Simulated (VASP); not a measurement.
A run of VASP 6.6.1:

Contents of INCAR:

```
SYSTEM = Si
PREC = Accurate ; ENCUT = 600
EDIFF = 1E-6 ; ISMEAR = 0
SIGMA = 0.01 ; LREAL = .False.
LASPH = .True. ; NELM = 80
ALGO = Normal ; ISIF = 3
LWAVE = .False. ; LCHARG = .False.
GGA = PS ; IBRION = 2
NSW = 100 ; EDIFFG = -0.002
PSTRESS = 70.0
```

The input KPOINTS:

```
regular mesh
0
Gamma
  8 8 8
  0 0 0
```

The input POSCAR:

```
Si
1.0
    2.7168096183      2.7168096183      0.0000000000
   -2.7168096183      2.7168096183      0.0000000000
    0.0000000000      2.7168096183      2.7168096183
Si
2
Direct
    0.2500000000      0.7500000000      0.5000000000
    0.0000000000      0.0000000000      0.0000000000
```

Potentials or basis: VASP PAW PBE potentials, release 64 (Si).

Command:

```bash
$ cat potpaw_PBE.64/Si/POTCAR > POTCAR
$ mpirun -np 1 vasp_std > vasp.out
```

Hardware: 1 thread of Intel Xeon 8259CL, with other jobs on the host.

Q: Estimate the wall time of this run.

A: Run time: 39 s on 1 thread of Intel Xeon 8259CL, on a shared host, peak memory 0.17 GiB. Counts: scf iterations 35, k points 29, ion steps 6.
